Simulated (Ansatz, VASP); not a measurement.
Two plane-wave programs on In2O3

The input INCAR:

```
ALGO = Normal
EDIFF = 1E-6
EDIFFG = -0.005
ENCUT = 600
GGA = PS
IBRION = 2
ISIF = 3
ISMEAR = 0
LASPH = True
LCHARG = False
LREAL = False
LWAVE = False
NELM = 100
NSW = 100
PREC = Accurate
SIGMA = 0.02
```

Contents of KPOINTS:

```
k-points
0
Gamma
  6 6 6
```

Contents of POSCAR:

```
In2O3
1.0
    2.7434996989      1.5839602897      4.8366700000
   -2.7434996989      1.5839602897      4.8366700000
    0.0000000000     -3.1679205794      4.8366700000
In O
4 6
Direct
    0.3573100000      0.3573100000      0.3573100000
    0.1426900000      0.1426900000      0.1426900000
    0.6426900000      0.6426900000      0.6426900000
    0.8573100000      0.8573100000      0.8573100000
    0.5480000000      0.9520000000      0.2500000000
    0.2500000000      0.5480000000      0.9520000000
    0.9520000000      0.2500000000      0.5480000000
    0.4520000000      0.0480000000      0.7500000000
    0.7500000000      0.4520000000      0.0480000000
    0.0480000000      0.7500000000      0.4520000000
```

Input for Ansatz:

```yaml
crystal:
  lattice:
    - [2.7434996989, 1.5839602897, 4.83667]
    - [-2.7434996989, 1.5839602897, 4.83667]
    - [0.0, -3.1679205794, 4.83667]
  atoms:
    - { symbol: In, position: [0.35731, 0.35731, 0.35731] }
    - { symbol: In, position: [0.14269, 0.14269, 0.14269] }
    - { symbol: In, position: [0.64269, 0.64269, 0.64269] }
    - { symbol: In, position: [0.85731, 0.85731, 0.85731] }
    - { symbol: O, position: [0.548, 0.952, 0.25] }
    - { symbol: O, position: [0.25, 0.548, 0.952] }
    - { symbol: O, position: [0.952, 0.25, 0.548] }
    - { symbol: O, position: [0.452, 0.048, 0.75] }
    - { symbol: O, position: [0.75, 0.452, 0.048] }
    - { symbol: O, position: [0.048, 0.75, 0.452] }
basis:
  ecutwfc: 520.0
kpoints:
  mp_grid: { grid: [6, 6, 6] }
hamiltonian:
  xc: pbesol
scf:
  occupations: { method: gaussian, width: 0.02 }
output:
  forces: true
  stress: true
  eigenvalues: true
relax:
  adjacent_minimum: "off"
  f_tol: 0.005
  max_steps: 80
  cell: { stress_tol: 0.05 }
```

Alike in both runs: task relaxation of cell and atoms; functional PBEsol; k mesh 6 × 6 × 6; occupations gaussian, width 0.02 eV; no spin polarisation.

|  | VASP | Ansatz |
| --- | --- | --- |
| version | VASP 6.6.1 | Ansatz 0.2.0 |
| potentials or method | VASP PAW PBE potentials, release 64 (In_d, O), cutoff 600 eV | scalar-relativistic, plane waves, PAW |
| valence electrons in the cell | 88 | 88 |

|  | VASP | Ansatz | Ansatz less VASP |
| --- | --- | --- | --- |
| gap on the k mesh at the Fermi level, each at its own relaxed structure (eV) | 1.09 | 1.12 | +0.023 |
| relaxed volume (Å³/atom) | 12.78 | 12.75 | -0.032 |
| relaxed cell length with the largest relative difference (Å) | 5.801 | 5.796 | -0.0051 |

VASP's potentials were made for PBE, not for PBEsol.
